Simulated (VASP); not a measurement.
Input of a VASP 6.6.1 run:

INCAR

```
ALGO     = Normal         # electronic algorithm
EDIFF    = 1E-6           # SCF threshold, eV
ENCUT    = 520            # plane-wave cutoff, eV
GGA      = CA             # functional
ISIF     = 2              # what is computed and relaxed
ISMEAR   = 0              # smearing method
LASPH    = T              # aspherical terms in the spheres
LCHARG   = F              # write CHGCAR
LREAL    = F              # projectors in reciprocal space
LWAVE    = F              # write WAVECAR
NBANDS   = 33             # bands
NELM     = 100            # most SCF steps
PREC     = Accurate       # precision mode
SIGMA    = 0.02           # smearing width, eV
```

Contents of KPOINTS:

```
k-points
0
Gamma
  6 6 10
```

The input POSCAR:

```
TiO2
1.0
    4.5481518691      0.0000000000      0.0000000000
    0.0000000000      4.5481518691      0.0000000000
    0.0000000000      0.0000000000      2.9171324522
Ti O
2 4
Direct
    0.5000000000      0.5000000000      0.0000000000
    0.0000000000      0.0000000000      0.5000000000
    0.6960303849      0.6960303849      0.5000000000
    0.8039696151      0.1960303849      0.0000000000
    0.1960303849      0.8039696151      0.0000000000
    0.3039696151      0.3039696151      0.5000000000
```

Potentials or basis: VASP PAW LDA potentials, release 64 (Ti_sv, O).

Launch:

```bash
$ cat potpaw_LDA.64/Ti_sv/POTCAR potpaw_LDA.64/O/POTCAR > POTCAR
$ mpirun -np 1 vasp_std > vasp.out
```

(1) What does it give for the band gap on the k mesh?

(2) Predict the largest force.

(3) What does it give for the pressure?

## Answers

(1) 1.83 eV, direct.

(2) 0.039 eV/Å.

(3) 1.3 GPa.
